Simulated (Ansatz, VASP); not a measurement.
# One calculation of SnO2, two programs

The input INCAR:

```
  PREC = Accurate
  ENCUT = 520
  EDIFF = 1E-6
  ISMEAR = 0
  SIGMA = 0.05
  LREAL = F
  LASPH = T
  NELM = 100
  ALGO = Normal
  ISIF = 2
  LWAVE = F
  LCHARG = T
  GGA = CA
  LELF = T
  LVHAR = T
  NBANDS = 35
```

File KPOINTS:

```
regular mesh
0
Gamma
  6 6 8
```

The input POSCAR:

```
SnO2
1.0
    4.8299657324      0.0000000000      0.0000000000
    0.0000000000      4.8305590713      0.0000000000
    0.0000000000      0.0000000000      3.2631512253
Sn O
2 4
Direct
    0.5000000000      0.5000000000      0.5000000000
    0.0000000000      0.0000000000      0.0000000000
    0.3059833077      0.3450716815      0.0000000000
    0.8059833077      0.1549283185      0.5000000000
    0.1940166923      0.8450716815      0.5000000000
    0.6940166923      0.6549283185      0.0000000000
```

Input for Ansatz:

```yaml
crystal:
  lattice:
    - [4.8299657324, 0.0, 0.0]
    - [0.0, 4.8305590713, 0.0]
    - [0.0, 0.0, 3.2631512253]
  atoms:
    - { symbol: Sn, position: [0.5, 0.5, 0.5] }
    - { symbol: Sn, position: [0.0, 0.0, 0.0] }
    - { symbol: O, position: [0.3059833077, 0.3450716815, 0.0] }
    - { symbol: O, position: [0.8059833077, 0.1549283185, 0.5] }
    - { symbol: O, position: [0.1940166923, 0.8450716815, 0.5] }
    - { symbol: O, position: [0.6940166923, 0.6549283185, 0.0] }
basis:
  ecutwfc: 520.0
kpoints:
  mp_grid: { grid: [6, 6, 8] }
hamiltonian:
  xc: lda
scf:
  occupations: { method: gaussian, width: 0.05 }
output:
  forces: true
  stress: true
  eigenvalues: true
```

Alike in both runs: task single point; functional LDA; k mesh 6 × 6 × 8; occupations gaussian, width 0.05 eV; no spin polarisation.

|  | VASP | Ansatz |
| --- | --- | --- |
| version | VASP 6.6.1 | Ansatz 0.2.0 |
| potentials or method | VASP PAW LDA potentials, release 64 (Sn_d, O), cutoff 520 eV | scalar-relativistic, plane waves, PAW |
| valence electrons in the cell | 52 | 52 |

Ansatz gave:

```
gap on the k mesh at the Fermi level (eV)                     : 0.84
least direct gap on the mesh (eV)                             : 0.84
pressure (GPa)                                                : -6.0
traceless stress, the component that is largest in VASP (GPa) : 3.05
rms of the force components (eV/Å)                            : 1.151
```

**Question.** Which values does VASP return?

**Answer.** gap on the k mesh at the Fermi level (eV): 0.86; least direct gap on the mesh (eV): 0.86; pressure (GPa): -5.1; traceless stress, the component that is largest in VASP (GPa): 2.76; rms of the force components (eV/Å): 1.181.

LDA's correlation is that of Perdew and Zunger in VASP and of Perdew and Wang (1992) in Ansatz. Atom by atom the forces differ by 0.030 eV/Å (rms over components).
